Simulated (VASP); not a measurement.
**C: relaxation of cell and atoms with PBE**

Crystal: C.

```
CELL_PARAMETERS angstrom
2.12000 0.00000 0.00000
-1.06000 1.83597 0.00000
0.00000 0.00000 3.46196
ATOMIC_POSITIONS crystal
C 0.33333 0.66667 0.25000
C 0.66667 0.33333 0.75000
```

```yaml
Program: VASP 6.6.1
Task: relaxation of cell and atoms
Functional: PBE
Potentials_or_basis: VASP PAW PBE potentials, release 64 (C)
Cutoff: 600 eV
k_mesh: 12 × 12 × 7
Occupations: fermi-dirac, width 0.1 eV
Spin: no spin polarisation
Target_pressure: 10 GPa
Dipole_correction: no
Further_INCAR_settings: ALGO = Normal; EDIFF = 1e-06; IBRION = 2; EDIFFG = -0.02; NSW = 80; ISIF = 3
```

- Relaxed volume: 6.56 Å³/atom
- Relaxed cell: a = 2.159 Å, b = 2.159 Å, c = 3.252 Å, α = 90.00°, β = 90.00°, γ = 120.00°
- Space group after relaxing (to 0.05 Å): P6_3/mmc (No. 194)
- Energy change on relaxing (the enthalpy is what falls): -7.4 meV/atom
- Ionic steps: 11
- Pressure after relaxing: 10.1 GPa
- Band gap on the k mesh: zero (band 4 reaches 15.21 eV, above the bottom of band 5 at 3.99 eV)

Stress tensor (GPa, compression positive):
```
10.35  0.00  0.00
 0.00 10.35  0.00
 0.00  0.00  9.62
```

Step by step:
```csv
step,energy change (eV),largest force (eV/Å),pressure (GPa),volume (Å³)
1,0.0000,0.0000,3.97,13.47
2,0.0035,0.0000,10.74,12.98
3,0.0075,0.0000,12.13,12.90
4,0.0089,0.0000,12.52,12.88
5,-0.0042,0.0000,10.78,13.01
6,-0.0303,0.0000,6.48,13.41
7,-0.0259,0.0000,7.39,13.33
8,-0.0168,0.0000,8.91,13.17
9,-0.0202,0.0000,8.31,13.23
10,-0.0190,0.0000,8.57,13.21
11,-0.0148,0.0000,10.11,13.12
```

Final structure:
```
C
1.0
     2.15852    0.00000    0.00000
    -1.07926    1.86933    0.00000
     0.00000    0.00000    3.25203
C
2
Direct
  0.33333 0.66667 0.25000
  0.66667 0.33333 0.75000
```

Levels at points of the mesh, in eV from the Fermi level:
```csv
k point,band 1,band 2,band 3,band 4,band 5,band 6,band 7,band 8
"(0.00, 0.00, 0.00)",-20.17,-9.15,-7.97,5.71,5.71,8.22,8.22,10.04
"(0.50, 0.00, 0.00)",-11.77,-10.88,-2.30,-1.30,-0.78,1.37,2.02,7.06
```

It took 17 s on 1 thread of Intel(R) Xeon(R) 6975P-C (Granite Rapids), with other jobs on the host, peak memory 0.12 GiB.

Caveat: the cell is relaxed towards a set pressure, so the enthalpy falls and the energy may rise.
